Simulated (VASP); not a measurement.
# PtS2 (R-3m) in VASP: further runs

PtS2 is run at these levels: PBE+D3(BJ), PBE+D4; tasks: single point.

All numbers are computed with VASP 6.6.1; they aren't measurements. Logs are shortened: lines on timing, memory, paths and dates and some standing lists are left out, and cuts for length are marked.

### 1 The cell of the first run

It takes space group R-3m (No. 166, trigonal). Conventional cell: a = 3.543 Å, b = 3.543 Å, c = 16.014 Å, α = 90.00°, β = 90.00°, γ = 120.00°. Pt (site symmetry -3m) has 6 S at 2.39 Å within 3.2 Å. Within 3.2 Å of S (site symmetry 3m) lie 3 Pt at 2.39 Å.

### 2 Single point, PBE+D3(BJ)

File INCAR:

```
ALGO = Normal
EDIFF = 1E-6
ENCUT = 520
GGA = PE
ISIF = 2
ISMEAR = -1
IVDW = 12
LASPH = True
LCHARG = False
LREAL = False
LWAVE = False
NBANDS = 18
NELM = 100
PREC = Accurate
SIGMA = 0.02
```

File KPOINTS:

```
k-points
0
Gamma
  8 8 8
```

File POSCAR:

```
PtS2
1.0
    1.7716836771      1.0228820479      5.3379952405
   -1.7716836771      1.0228820479      5.3379952405
    0.0000000000     -2.0457640958      5.3379952405
Pt S
1 2
Direct
    0.0000000000      0.0000000000      0.0000000000
    0.2561727365      0.2561727365      0.2561727365
    0.7438272635      0.7438272635      0.7438272635
```

Potentials or basis: VASP PAW PBE potentials, release 64 (Pt, S).

Launch:

```sh
$ cat potpaw_PBE.64/Pt/POTCAR potpaw_PBE.64/S/POTCAR > POTCAR
$ mpirun -np 1 vasp_std > vasp.out
```

OUTCAR:

```text
EDIFF = 1E-6
   ENCUT = 520
   GGA = PE
   ISIF = 2
   ISMEAR = -1
   IVDW = 12
   LASPH = True
   LREAL = False
   NELM = 100
   PREC = Accurate
 IVDW          = 12

 ion  position               nearest neighbor table
   1  0.000  0.000  0.000-   3 2.39   3 2.39   2 2.39   2 2.39   3 2.39   2 2.39
   2  0.256  0.256  0.256-   1 2.39   1 2.39   1 2.39
   3  0.744  0.744  0.744-   1 2.39   1 2.39   1 2.39

  LATTYP: Found a trigonal (rhomboedric) cell.
 ALAT       =     5.7165849878
 COS(alpha) =     0.8078992614

  Lattice vectors:

 A1 = (   1.7716836771,   1.0228820479,   5.3379952405)
 A2 = (  -1.7716836771,   1.0228820479,   5.3379952405)
 A3 = (   0.0000000000,  -2.0457640958,   5.3379952405)

Analysis of symmetry for initial positions (statically):
=====================================================================
 Subroutine PRICEL returns:
 Original cell was already a primitive cell.

 Routine SETGRP: Setting up the symmetry group for a
 trigonal (rhombohedral) supercell.

 Subroutine GETGRP returns: Found 12 space group operations
 (whereof 12 operations were pure point group operations)
 out of a pool of 12 trial point group operations.

The static configuration has the point symmetry D_3d.

Analysis of symmetry for dynamics (positions and initial velocities):
=====================================================================
 Subroutine PRICEL returns:
 Original cell was already a primitive cell.

 Routine SETGRP: Setting up the symmetry group for a
 trigonal (rhombohedral) supercell.

 Subroutine GETGRP returns: Found 12 space group operations
 (whereof 12 operations were pure point group operations)
 out of a pool of 12 trial point group operations.

The dynamic configuration has the point symmetry D_3d.

 Subroutine INISYM returns: Found 12 space group operations
 (whereof 12 operations are pure point group operations),
 and found     1 'primitive' translations

----------------------------------------------------------------------------------------

                                     Primitive cell

  volume of cell :      58.0418

  direct lattice vectors                    reciprocal lattice vectors
     1.771683677  1.022882048  5.337995240     0.282217422  0.162938305  0.062445416
[... 85 lines left out ...]
   LASPH  =      T    aspherical Exc in radial PAW
   ENCUT  =  520.0 eV  38.22 Ry    6.18 a.u.  10.63 10.63 10.63*2*pi/ulx,y,z
   NELM   =    100;   NELMIN=  2; NELMDL= -5     # of ELM steps
   EDIFF  = 0.1E-05   stopping-criterion for ELM
   LREAL  =      F    real-space projection
   EDIFFG = 0.1E-04   stopping-criterion for IOM
   NSW    =      0    number of steps for IOM
   IBRION =     -1    ionic relax: 0-MD 1-quasi-New 2-CG
   NFREE  =      0    steps in history (QN), initial steepest desc. (CG)
   ISIF   =      2    stress and relaxation
   ISYM   =      2    0-nonsym 1-usesym 2-fastsym
   POTIM  = 0.5000    time-step for ionic-motion
   TEBEG  =    0.0;   TEEND  =   0.0 temperature during run
   PSTRESS=    0.0 pullay stress
   NELECT =      22.0000    total number of electrons
   NUPDOWN=      -1.0000    fix difference up-down
   EMIN   =  10.00;   EMAX   =-10.00  energy-range for DOS
   EFERMI =   0.00;   METHOD = LEGACY
   ISMEAR =    -1;   SIGMA  =   0.02  broadening in eV -4-tet -1-fermi 0-gaus
   EFERMI_NEDOS =   21; number of points for ismear=-14 and -15
   IALGO  =     38    algorithm
   IMIX   =      4    mixing-type and parameters
     AMIX     =   0.40;   BMIX     =  1.00
     AMIX_MAG =   1.60;   BMIX_MAG =  1.00
  volume/ion in A,a.u.               =      19.35       130.56
  Fermi-wavevector in a.u.,A,eV,Ry     =   1.184774  2.238897 19.098338  1.403688
  Thomas-Fermi vector in A             =   2.320981
   LORBIT       =      0    0 simple, 1 ext, 2 COOP (PROOUT), +10 PAW based schemes
   GGA     = PE    functional components
   LHFCALC =     F    Hartree Fock is set to
   AEXX    =    0.0000 exact exchange contribution
   IVDW    =    12    specifies the selected vdW correction
   LEPSILON=     F    determine dielectric tensor
   LRPA    =     F    only Hartree local field effects (RPA)
 non-spin polarized calculation
  energy-cutoff  :      520.00
  volume of cell :       58.04
 maximum number of plane-waves:      1591
 NGX is ok and might be reduce to    48
   NGX = 21   NGY = 21   NGZ = 21

 number of electron      22.0000000 magnetization

 Free energy of the ion-electron system (eV)
  ---------------------------------------------------
  ext. energy  EPLUGINS =         0.00000000
  ---------------------------------------------------
  free energy    TOTEN  =       -15.38524924 eV

  energy without entropy =      -15.38524924  energy(sigma->0) =      -15.38524924

 E-fermi :   6.1654     XC(G=0): -10.2771

 val. band max:        5.7577256163   @ k =   0.2500   0.1250   0.1250
 cond. band min:       6.6226024550   @ k =  -0.2500   0.2500   0.0000
 fundamental gap:      0.8648768387
 Fermi energy:         6.1653870532

 k-point     1 :       0.0000    0.0000    0.0000
  band No.  band energies     occupation
      1      -9.0118      2.00000
      2      -6.3960      2.00000
      3      -0.6699      2.00000
      4      -0.3879      2.00000
      5      -0.3879      2.00000
      6       2.3129      2.00000
[... 481 lines left out ...]
      5       0.6605      2.00000
      6       1.0522      2.00000
[... 10 lines left out ...]
     17      15.4199      0.00000
     18      15.7800      0.00000

 [... further k-points ...]

------------------------ aborting loop because EDIFF is reached ----------------------------------------

 Edisp (eV)   -1.19238

 E8    (eV) :    -0.4761

  FORCE on cell =-STRESS in cart. coord.  units (eV):
  Direction    XX          YY          ZZ          XY          YZ          ZX
  --------------------------------------------------------------------------------------
  -------------------------------------------------------------------------------------
  Total      -0.17979    -0.17979    -0.11977     0.00000     0.00000     0.00000
  in kB      -4.96291    -4.96291    -3.30602     0.00000     0.00000     0.00000
  external pressure =       -4.41 kB  Pullay stress =        0.00 kB

 VOLUME and BASIS-vectors are now :
 -----------------------------------------------------------------------------
  energy-cutoff  :      520.00
  volume of cell :       58.04
      direct lattice vectors                 reciprocal lattice vectors
     1.771683677  1.022882048  5.337995240     0.282217422  0.162938305  0.062445416
    -1.771683677  1.022882048  5.337995240    -0.282217422  0.162938305  0.062445416
     0.000000000 -2.045764096  5.337995240     0.000000000 -0.325876609  0.062445416

 POSITION                                       TOTAL-FORCE (eV/Angst)
 -----------------------------------------------------------------------------------
      0.00000      0.00000      0.00000         0.000000     -0.000000     -0.000000
      0.00000      0.00000      4.10235         0.000000      0.000000      0.038159
      0.00000      0.00000     11.91164         0.000000     -0.000000     -0.038159
 -----------------------------------------------------------------------------------
    total drift:                               -0.000000     -0.000000      0.000000

  FREE ENERGIE OF THE ION-ELECTRON SYSTEM (eV)
  ---------------------------------------------------
  free  energy   TOTEN  =       -16.5776263124 eV

  energy  without entropy=      -16.5776263124  energy(sigma->0) =      -16.57762631
```

OSZICAR:

```text
N       E                     dE             d eps       ncg     rms          rms(c)
DAV:   1     0.113501488237E+03    0.11350E+03   -0.10280E+04  2372   0.108E+03
DAV:   2    -0.109856372661E+02   -0.12449E+03   -0.12014E+03  2848   0.221E+02
DAV:   3    -0.166820814599E+02   -0.56964E+01   -0.56490E+01  2968   0.478E+01
DAV:   4    -0.167443770020E+02   -0.62296E-01   -0.62263E-01  3028   0.550E+00
DAV:   5    -0.167454245636E+02   -0.10476E-02   -0.10475E-02  3110   0.698E-01    0.178E+01
DAV:   6    -0.156505433075E+02    0.10949E+01   -0.59156E+00  2476   0.242E+01    0.117E+01
DAV:   7    -0.154049964933E+02    0.24555E+00   -0.12077E+00  2442   0.110E+01    0.577E+00
DAV:   8    -0.153883255656E+02    0.16671E-01   -0.65409E-02  2624   0.178E+00    0.115E+00
DAV:   9    -0.153849293532E+02    0.33962E-02   -0.93811E-03  2750   0.998E-01    0.218E-01
DAV:  10    -0.153851783911E+02   -0.24904E-03   -0.15816E-03  2830   0.250E-01    0.873E-02
DAV:  11    -0.153852397607E+02   -0.61370E-04   -0.74698E-05  2946   0.692E-02    0.448E-02
DAV:  12    -0.153852465294E+02   -0.67686E-05   -0.13876E-05  2860   0.323E-02    0.110E-02
DAV:  13    -0.153852487339E+02   -0.22045E-05   -0.20588E-06  2870   0.996E-03    0.440E-03
DAV:  14    -0.153852492422E+02   -0.50838E-06   -0.51952E-07  2212   0.498E-03
   1 F= -.16577626E+02 E0= -.16577626E+02  d E =-.274710E-10
```

It took 4.5 min on 1 thread of AMD EPYC 7R43 (Zen 3), shared host; peak memory 0.31 GiB.

What came out:

```
Free energy                : -16.5776 eV
Pressure                   : -0.4 GPa
Largest force              : 0.038 eV/Å
Band gap on the k mesh     : 0.86 eV, indirect (least direct gap 1.11 eV)
Dispersion energy per atom : -0.397 eV
```

Forces in eV/Å, atoms in the order of the input:
```
Pt   0.000  0.000  0.000
S    0.000  0.000  0.038
S    0.000  0.000 -0.038
```

Caveat: spin-orbit coupling is left out, which moves the levels of the heavy elements. A k mesh can miss the band edges.

### 3 Single point, PBE+D4

This run uses another cell than the first one, of 19.43 Å³/atom, 1.004 times its volume.

INCAR, as its differences from that of step 2:

```diff
@@ -6,3 +6,3 @@
 ISMEAR = -1
-IVDW = 12
+IVDW = 13
 LASPH = True
@@ -12,3 +12,3 @@
 NBANDS = 18
-NELM = 100
+NELM = 60
 PREC = Accurate
```

KPOINTS is that of step 2.

File POSCAR:

```
PtS2
1.0
    1.7723536285      1.0232688445      5.3573591307
   -1.7723536285      1.0232688445      5.3573591307
    0.0000000000     -2.0465376890      5.3573591307
Pt S
1 2
Direct
    0.0000000000      0.0000000000      0.0000000000
    0.2564422273      0.2564422273      0.2564422273
    0.7435577727      0.7435577727      0.7435577727
```

Potentials or basis: VASP PAW PBE potentials, release 64 (Pt, S).

Launch:

```sh
$ cat potpaw_PBE.64/Pt/POTCAR potpaw_PBE.64/S/POTCAR > POTCAR
$ mpirun -np 1 vasp_std > vasp.out
```

Wall time 5.2 min (1 thread of AMD EPYC 7R43 (Zen 3), shared host); peak memory 0.3 GiB.

Results (log left out):

```
Free energy                : -16.6257 eV
Pressure                   : -0.4 GPa
Largest force              : 0.036 eV/Å
Band gap on the k mesh     : 0.89 eV, indirect (least direct gap 1.12 eV)
Dispersion energy per atom : -0.412 eV
```

Forces on the atoms (eV/Å):
```
Pt   0.000  0.000  0.000
S    0.000  0.000  0.036
S    0.000  0.000 -0.036
```

Stress tensor (GPa, compression positive):
```
-0.52  0.00  0.00
 0.00 -0.52  0.00
 0.00  0.00 -0.31
```

Levels at points of the mesh, in eV from the valence-band top:
```tsv
k point	band 8	band 9	band 10	band 11	band 12	band 13	band 14	band 15
(0.00, 0.00, 0.00)	-1.58	-0.72	-0.72	-0.02	2.58	2.58	5.22	5.60
(0.50, 0.00, 0.00)	-2.60	-2.42	-2.35	-2.17	1.97	2.18	5.99	6.36
(0.50, 0.50, 0.00)	-2.70	-2.68	-2.28	-1.60	2.73	2.77	4.26	5.96
(0.50, 0.50, 0.50)	-2.18	-1.04	-0.92	-0.92	2.77	2.77	5.78	7.21
```

Caveat: spin-orbit coupling is left out, which moves the levels of the heavy elements.
